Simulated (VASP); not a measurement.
# Ta (Im-3m) in VASP: settings compared

Aim: see how the results for Ta move with the level of theory and the settings. Levels: PBE, r2SCAN. Tasks: electric field gradients.

Program: VASP 6.6.1. These are calculated values, not measurements. Logs are shortened: lines on timing, memory, paths and dates and some standing lists are left out, and cuts for length are marked.

## (1) The cell of the first run

The structure is cubic, space group Im-3m (No. 229). The conventional cell has a = 3.310 Å, b = 3.310 Å, c = 3.310 Å, α = 90.00°, β = 90.00°, γ = 90.00°. Within 3.8 Å of Ta (site symmetry m-3m) lie 14 Ta at 2.87 to 3.31 Å.

## (2) Electric field gradients, PBE

INCAR reads:

```
SYSTEM = Ta
PREC     = Accurate       ! precision mode
ENCUT    = 520            ! plane-wave cutoff, eV
EDIFF    = 1E-8           ! SCF threshold, eV
ISMEAR   = -1             ! smearing method
SIGMA    = 0.05           ! smearing width, eV
LREAL    = .False.        ! projectors in reciprocal space
LASPH    = .True.         ! aspherical terms in the spheres
NELM     = 80             ! most SCF steps
ALGO     = Normal         ! electronic algorithm
ISIF     = 2              ! what is computed and relaxed
LWAVE    = .False.        ! write WAVECAR
LCHARG   = .False.        ! write CHGCAR
GGA      = PE             ! functional
LEFG     = .True.       
NBANDS   = 12             ! bands
```

KPOINTS reads:

```
Automatic mesh
0
Gamma
  14 14 14
  0 0 0
```

POSCAR reads:

```
Ta
1.0
   -1.6549278069      1.6549278069      1.6549278069
    1.6549278069     -1.6549278069      1.6549278069
    1.6549278069      1.6549278069     -1.6549278069
Ta
1
Direct
    0.0000000000      0.0000000000      0.0000000000
```

Potentials or basis: VASP PAW PBE potentials, release 64 (Ta_pv).

On the command line:

```console
$ cat potpaw_PBE.64/Ta_pv/POTCAR > POTCAR
$ mpirun -np 1 vasp_std > vasp.out
```

OUTCAR:

```text
SYSTEM = Ta
   PREC = Accurate
   ENCUT = 520
   EDIFF = 1E-8
   ISMEAR = -1
   LREAL = .False.
   LASPH = .True.
   NELM = 80
   ISIF = 2
   GGA = PE

 ion  position               nearest neighbor table
   1  0.000  0.000  0.000-

  LATTYP: Found a body centered cubic cell.
 ALAT       =     3.3098556138

  Lattice vectors:

 A1 = (  -1.6549278069,   1.6549278069,   1.6549278069)
 A2 = (   1.6549278069,  -1.6549278069,   1.6549278069)
 A3 = (   1.6549278069,   1.6549278069,  -1.6549278069)

Analysis of symmetry for initial positions (statically):
=====================================================================
 Subroutine PRICEL returns:
 Original cell was already a primitive cell.

 Routine SETGRP: Setting up the symmetry group for a
 body centered cubic supercell.

 Subroutine GETGRP returns: Found 48 space group operations
 (whereof 48 operations were pure point group operations)
 out of a pool of 48 trial point group operations.

The static configuration has the point symmetry O_h .

Analysis of symmetry for dynamics (positions and initial velocities):
=====================================================================
 Subroutine PRICEL returns:
 Original cell was already a primitive cell.

 Routine SETGRP: Setting up the symmetry group for a
 body centered cubic supercell.

 Subroutine GETGRP returns: Found 48 space group operations
 (whereof 48 operations were pure point group operations)
 out of a pool of 48 trial point group operations.

The dynamic configuration has the point symmetry O_h .

 Subroutine INISYM returns: Found 48 space group operations
 (whereof 48 operations are pure point group operations),
 and found     1 'primitive' translations

----------------------------------------------------------------------------------------

                                     Primitive cell

  volume of cell :      18.1300

  direct lattice vectors                    reciprocal lattice vectors
    -1.654927807  1.654927807  1.654927807     0.000000000  0.302127983  0.302127983
     1.654927807 -1.654927807  1.654927807     0.302127983  0.000000000  0.302127983
     1.654927807  1.654927807 -1.654927807     0.302127983  0.302127983  0.000000000

  length of vectors
     2.866419044  2.866419044  2.866419044     0.427273491  0.427273491  0.427273491

  position of ions in fractional coordinates (direct lattice)
     0.000000000  0.000000000  0.000000000

  ion indices of the primitive-cell ions
   primitive index   ion index
                 1           1

----------------------------------------------------------------------------------------

 KPOINTS: Automatic mesh

Automatic generation of k-mesh.
 Grid dimensions read from file:
 generate k-points for:   14   14   14

 Generating k-lattice:

  Cartesian coordinates                     Fractional coordinates (reciprocal lattice)
     0.000000000  0.021580570  0.021580570     0.071428571  0.000000000  0.000000000
     0.021580570  0.000000000  0.021580570     0.000000000  0.071428571  0.000000000
     0.021580570  0.021580570  0.000000000     0.000000000  0.000000000  0.071428571

  Length of vectors
     0.030519535  0.030519535  0.030519535

  Shift w.r.t. Gamma in fractional coordinates (k-lattice)
     0.000000000  0.000000000  0.000000000

 Subroutine IBZKPT returns following result:
 ===========================================

 Found    104 irreducible k-points:

 Following reciprocal coordinates:
            Coordinates               Weight
  0.000000  0.000000  0.000000      1.000000
  0.071429  0.000000  0.000000     12.000000
  0.142857  0.000000  0.000000     12.000000
  0.214286  0.000000  0.000000     12.000000
  0.285714  0.000000  0.000000     12.000000
  0.357143  0.000000  0.000000     12.000000
[... 16 lines left out ...]
  0.285714  0.285714  0.000000     24.000000
  0.357143  0.285714 -0.000000     24.000000
 [... further k-points ...]
   k-points           NKPTS =    104   k-points in BZ     NKDIM =    104   number of bands    NBANDS=     12
   number of dos      NEDOS =    301   number of ions     NIONS =      1
   total plane-waves  NPLWV =  13824
   dimension x,y,z NGX =    24 NGY =   24 NGZ =   24
   dimension x,y,z NGXF=    48 NGYF=   48 NGZF=   48
   ions per type =               1
   NGX,Y,Z   is equivalent  to a cutoff of  13.92, 13.92, 13.92 a.u.
   NGXF,Y,Z  is equivalent  to a cutoff of  27.84, 27.84, 27.84 a.u.
 SYSTEM =  Ta
   PREC   = accura    normal or accurate (medium, high low for compatibility)
   ISTART =      0    job   : 0-new  1-cont  2-samecut
   ICHARG =      2    charge: 1-file 2-atom 10-const
   ISPIN  =      1    spin polarized calculation?
   LNONCOLLINEAR =      F non collinear calculations
   LSORBIT =      F    spin-orbit coupling
   LASPH  =      T    aspherical Exc in radial PAW
   ENCUT  =  520.0 eV  38.22 Ry    6.18 a.u.   5.33  5.33  5.33*2*pi/ulx,y,z
   NELM   =     80;   NELMIN=  2; NELMDL= -5     # of ELM steps
   EDIFF  = 0.1E-07   stopping-criterion for ELM
   LREAL  =      F    real-space projection
   EDIFFG = 0.1E-06   stopping-criterion for IOM
   NSW    =      0    number of steps for IOM
   IBRION =     -1    ionic relax: 0-MD 1-quasi-New 2-CG
   NFREE  =      0    steps in history (QN), initial steepest desc. (CG)
   ISIF   =      2    stress and relaxation
   ISYM   =      2    0-nonsym 1-usesym 2-fastsym
   POTIM  = 0.5000    time-step for ionic-motion
   TEBEG  =    0.0;   TEEND  =   0.0 temperature during run
   PSTRESS=    0.0 pullay stress
   NELECT =      11.0000    total number of electrons
   NUPDOWN=      -1.0000    fix difference up-down
   EMIN   =  10.00;   EMAX   =-10.00  energy-range for DOS
   EFERMI =   0.00;   METHOD = LEGACY
   ISMEAR =    -1;   SIGMA  =   0.05  broadening in eV -4-tet -1-fermi 0-gaus
   EFERMI_NEDOS =   21; number of points for ismear=-14 and -15
   IALGO  =     38    algorithm
   IMIX   =      4    mixing-type and parameters
     AMIX     =   0.40;   BMIX     =  1.00
     AMIX_MAG =   1.60;   BMIX_MAG =  1.00
  volume/ion in A,a.u.               =      18.13       122.35
  Fermi-wavevector in a.u.,A,eV,Ry     =   1.385926  2.619020 26.133942  1.920791
  Thomas-Fermi vector in A             =   2.510290
   LORBIT       =      0    0 simple, 1 ext, 2 COOP (PROOUT), +10 PAW based schemes
   GGA     = PE    functional components
   LHFCALC =     F    Hartree Fock is set to
   AEXX    =    0.0000 exact exchange contribution
   IVDW    =     0    specifies the selected vdW correction
   LEPSILON=     F    determine dielectric tensor
   LRPA    =     F    only Hartree local field effects (RPA)
 non-spin polarized calculation
  energy-cutoff  :      520.00
  volume of cell :       18.13
 maximum number of plane-waves:       498
 NGX is ok and might be reduce to    24
   NGX = 11   NGY = 11   NGZ = 11

 number of electron      11.0000001 magnetization

 Free energy of the ion-electron system (eV)
  ---------------------------------------------------
  ext. energy  EPLUGINS =         0.00000000
  ---------------------------------------------------
  free energy    TOTEN  =       -11.82242418 eV

  energy without entropy =      -11.81431197  energy(sigma->0) =      -11.81836808

 E-fermi :   5.4315     XC(G=0): -12.5848

 val. band max:        5.3977170352   @ k =  -0.3571   0.4286   0.1429
 cond. band min:       5.4435712672   @ k =   0.3571   0.1429   0.1429
 fundamental gap:      0.0458542320
 Fermi energy:         5.4315266822

 k-point     1 :       0.0000    0.0000    0.0000
  band No.  band energies     occupation
      1     -27.6655      2.00000
      2     -27.6655      2.00000
      3     -27.6655      2.00000
      4      -2.4579      2.00000
      5       6.1674      0.00000
      6       6.1674      0.00000
      7       6.1674      0.00000
      8       9.4175      0.00000
      9       9.4175      0.00000
     10      20.1074      0.00000
     11      20.4133      0.00000
     12      20.4133      0.00000

 k-point     2 :       0.0714    0.0000    0.0000
  band No.  band energies     occupation
      1     -27.7273      2.00000
      2     -27.6846      2.00000
      3     -27.6659      2.00000
      4      -2.2321      2.00000
      5       6.0211      0.00002
      6       6.1227      0.00000
      7       6.3887      0.00000
      8       9.1866      0.00000
      9       9.4183      0.00000
     10      20.1071      0.00000
     11      20.6141      0.00000
     12      20.8094      0.00000

 k-point     3 :       0.1429    0.0000    0.0000
  band No.  band energies     occupation
      1     -27.8974      2.00000
      2     -27.7376      2.00000
      3     -27.6668      2.00000
      4      -1.5936      2.00000
      5       5.6386      0.03132
      6       5.9156      0.00012
      7       7.0416      0.00000
      8       8.8124      0.00000
      9       9.4403      0.00000
     10      20.1066      0.00000
     11      21.0342      0.00000
     12      21.9360      0.00000
[... 286 lines left out ...]
 k-point    23 :       0.2857    0.2857    0.0000
  band No.  band energies     occupation
      1     -28.5910      2.00000
      2     -28.2861      2.00000
      3     -27.8033      2.00000
      4       2.7542      2.00000
      5       4.0431      2.00000
      6       4.8606      1.99998
      7       9.4025      0.00000
      8      10.1745      0.00000
      9      15.0639      0.00000
     10      15.3355      0.00000
     11      19.1855      0.00000
     12      20.1121      0.00000

 k-point    24 :       0.3571    0.2857   -0.0000
  band No.  band energies     occupation
      1     -28.5470      2.00000
      2     -28.3716      2.00000
      3     -27.8094      2.00000
      4       2.8976      2.00000
      5       4.1853      2.00000
      6       4.7274      2.00000
      7       9.6313      0.00000
      8      10.1989      0.00000
      9      14.3034      0.00000
     10      16.4396      0.00000
     11      18.2236      0.00000
     12      20.1118      0.00000

 [... further k-points ...]

------------------------ aborting loop because EDIFF is reached ----------------------------------------

  FORCE on cell =-STRESS in cart. coord.  units (eV):
  Direction    XX          YY          ZZ          XY          YZ          ZX
  --------------------------------------------------------------------------------------
  -------------------------------------------------------------------------------------
  Total        0.2010661      0.2010661      0.2010661     -0.0000000      0.0000000     -0.0000000
  in kB       17.7685657     17.7685657     17.7685657     -0.0000000      0.0000000     -0.0000000
  external PRESSURE =      17.7685657 kB  Pullay stress =       0.0000000 kB

 VOLUME and BASIS-vectors are now :
 -----------------------------------------------------------------------------
  energy-cutoff  :      520.00
  volume of cell :       18.13
      direct lattice vectors                 reciprocal lattice vectors
    -1.654927807  1.654927807  1.654927807     0.000000000  0.302127983  0.302127983
     1.654927807 -1.654927807  1.654927807     0.302127983  0.000000000  0.302127983
     1.654927807  1.654927807 -1.654927807     0.302127983  0.302127983  0.000000000

 POSITION                                       TOTAL-FORCE (eV/Angst)
 -----------------------------------------------------------------------------------
      0.00000      0.00000      0.00000         0.000000      0.000000     -0.000000
 -----------------------------------------------------------------------------------
    total drift:                               -0.000000      0.000000      0.000000

  FREE ENERGIE OF THE ION-ELECTRON SYSTEM (eV)
  ---------------------------------------------------
  free  energy   TOTEN  =       -11.8224241823 eV

  energy  without entropy=      -11.8143119729  energy(sigma->0) =      -11.81836808

 Electric field gradients (V/A^2)
---------------------------------------------------------------------
 ion       V_xx      V_yy      V_zz      V_xy      V_xz      V_yz
---------------------------------------------------------------------
   1      -0.000     0.000    -0.000     0.000     0.000     0.000
---------------------------------------------------------------------

 Electric field gradients after diagonalization (V/A^2)
 (convention: |V_zz| > |V_xx| > |V_yy|)
----------------------------------------------------------------------
 ion       V_xx      V_yy      V_zz     asymmetry (V_yy - V_xx)/ V_zz
----------------------------------------------------------------------
   1      -0.000    -0.000     0.000       0.000
----------------------------------------------------------------------

           NMR quadrupolar parameters

 Cq : quadrupolar parameter    Cq=e*Q*V_zz/h
 eta: asymmetry parameters     (V_yy - V_xx)/ V_zz
 Q  : nuclear electric quadrupole moment in mb (millibarn)
----------------------------------------------------------------------
 ion       Cq(MHz)       eta       Q (mb)
----------------------------------------------------------------------
   1       0.000       0.000       1.000
----------------------------------------------------------------------
```

Wall time 14 s (1 thread of Intel Xeon 6975P-C, shared host); peak memory 0.15 GiB.

Results:

* Free energy: -11.8224 eV
* Pressure: 1.8 GPa

Caveat: without QUAD_EFG the Cq values of the log hold for a quadrupole moment of 1 mb, not for the nuclei; spin-orbit coupling is left out, which moves the levels of the heavy elements.

## (3) Electric field gradients, r2SCAN

POSCAR is that of step 2.

INCAR.step1 reads:

```
  PREC = Accurate
  ENCUT = 520
  ISMEAR = -1
  SIGMA = 0.05
  LREAL = F
  LASPH = T
  NELM = 100
  NBANDS = 12
  GGA = PE
  ALGO = Normal
  EDIFF = 1E-4
  LWAVE = T
  LCHARG = F
```

INCAR.step2 reads:

```
  PREC = Accurate
  ENCUT = 520
  EDIFF = 1E-8
  ISMEAR = -1
  SIGMA = 0.05
  LREAL = F
  LASPH = T
  NELM = 100
  ALGO = Normal
  ISIF = 2
  LWAVE = F
  LCHARG = F
  METAGGA = R2SCAN
  LMIXTAU = T
  LEFG = T
  NBANDS = 12
  ISTART = 1
```

KPOINTS reads:

```
regular mesh
0
Gamma
  14 14 14
```

Potentials or basis: VASP PAW PBE potentials, release 64 (Ta_pv).

On the command line:

```console
$ cat potpaw_PBE.64/Ta_pv/POTCAR > POTCAR
$ cp INCAR.step1 INCAR
$ mpirun -np 1 vasp_std > vasp.out
$ cp INCAR.step2 INCAR
$ mpirun -np 1 vasp_std > vasp.out
```

OUTCAR:

```text
PREC = Accurate
   ENCUT = 520
   EDIFF = 1E-8
   ISMEAR = -1
   LREAL = F
   LASPH = T
   NELM = 100
   ISIF = 2
   METAGGA = R2SCAN
   ISTART = 1

 ion  position               nearest neighbor table
   1  0.000  0.000  0.000-

  LATTYP: Found a body centered cubic cell.
 ALAT       =     3.3098556138

  Lattice vectors:

 A1 = (  -1.6549278069,   1.6549278069,   1.6549278069)
 A2 = (   1.6549278069,  -1.6549278069,   1.6549278069)
 A3 = (   1.6549278069,   1.6549278069,  -1.6549278069)

Analysis of symmetry for initial positions (statically):
=====================================================================
 Subroutine PRICEL returns:
 Original cell was already a primitive cell.

[... 543 lines left out ...]
  in kB       -6.8529946     -6.8529946     -6.8529946     -0.0000000      0.0000000     -0.0000000
  external PRESSURE =      -6.8529946 kB  Pullay stress =       0.0000000 kB

 VOLUME and BASIS-vectors are now :
 -----------------------------------------------------------------------------
  energy-cutoff  :      520.00
  volume of cell :       18.13
      direct lattice vectors                 reciprocal lattice vectors
    -1.654927807  1.654927807  1.654927807     0.000000000  0.302127983  0.302127983
     1.654927807 -1.654927807  1.654927807     0.302127983  0.000000000  0.302127983
     1.654927807  1.654927807 -1.654927807     0.302127983  0.302127983  0.000000000

 POSITION                                       TOTAL-FORCE (eV/Angst)
 -----------------------------------------------------------------------------------
      0.00000      0.00000      0.00000        -0.000000      0.000000     -0.000000
 -----------------------------------------------------------------------------------
    total drift:                                0.000000      0.000000     -0.000000

  FREE ENERGIE OF THE ION-ELECTRON SYSTEM (eV)
  ---------------------------------------------------
  free  energy   TOTEN  =       -48.5898316943 eV

  energy  without entropy=      -48.5821160311  energy(sigma->0) =      -48.58597386

 Electric field gradients (V/A^2)
---------------------------------------------------------------------
 ion       V_xx      V_yy      V_zz      V_xy      V_xz      V_yz
---------------------------------------------------------------------
   1       0.000    -0.000    -0.000     0.000     0.000     0.000
---------------------------------------------------------------------

 Electric field gradients after diagonalization (V/A^2)
 (convention: |V_zz| > |V_xx| > |V_yy|)
----------------------------------------------------------------------
 ion       V_xx      V_yy      V_zz     asymmetry (V_yy - V_xx)/ V_zz
----------------------------------------------------------------------
   1      -0.000    -0.000     0.000       0.000
----------------------------------------------------------------------

           NMR quadrupolar parameters

 Cq : quadrupolar parameter    Cq=e*Q*V_zz/h
 eta: asymmetry parameters     (V_yy - V_xx)/ V_zz
 Q  : nuclear electric quadrupole moment in mb (millibarn)
----------------------------------------------------------------------
 ion       Cq(MHz)       eta       Q (mb)
----------------------------------------------------------------------
   1       0.000       0.000       1.000
----------------------------------------------------------------------
```

OUTCAR.step1:

```text
PREC = Accurate
   ENCUT = 520
   ISMEAR = -1
   LREAL = F
   LASPH = T
   NELM = 100
[... 574 lines left out ...]

 POSITION                                       TOTAL-FORCE (eV/Angst)
 -----------------------------------------------------------------------------------
      0.00000      0.00000      0.00000         0.000000      0.000000      0.000000
 -----------------------------------------------------------------------------------
    total drift:                               -0.000000      0.000000      0.000000

  FREE ENERGIE OF THE ION-ELECTRON SYSTEM (eV)
  ---------------------------------------------------
  free  energy   TOTEN  =       -11.8224314997 eV

  energy  without entropy=      -11.8143192783  energy(sigma->0) =      -11.81837539
```

Wall time 61 s (1 thread of Intel Xeon 6975P-C, shared host); peak memory 0.16 GiB.

What came out:

```yaml
Free_energy: -48.5898 eV
Pressure: -0.7 GPa
```

Levels at points of the mesh, in eV from the Fermi level:
| k point | band 1 | band 2 | band 3 | band 4 | band 5 | band 6 | band 7 | band 8 | band 9 | band 10 |
| --- | --- | --- | --- | --- | --- | --- | --- | --- | --- | --- |
| (0.00, 0.00, 0.00) | -34.26 | -34.26 | -34.26 | -8.33 | 0.82 | 0.82 | 0.82 | 4.29 | 4.29 | 12.07 |
| (0.50, 0.00, 0.00) | -35.47 | -34.65 | -34.27 | -4.55 | -1.57 | 1.42 | 4.16 | 5.21 | 8.01 | 12.03 |
| (0.50, 0.50, 0.50) | -35.10 | -35.10 | -35.10 | -3.92 | -3.92 | 7.04 | 7.04 | 7.04 | 8.93 | 8.93 |

Caveat: without QUAD_EFG the Cq values of the log hold for a quadrupole moment of 1 mb, not for the nuclei; the PAW data sets were made with another functional, which shifts forces and pressure a little; spin-orbit coupling is left out, which moves the levels of the heavy elements.
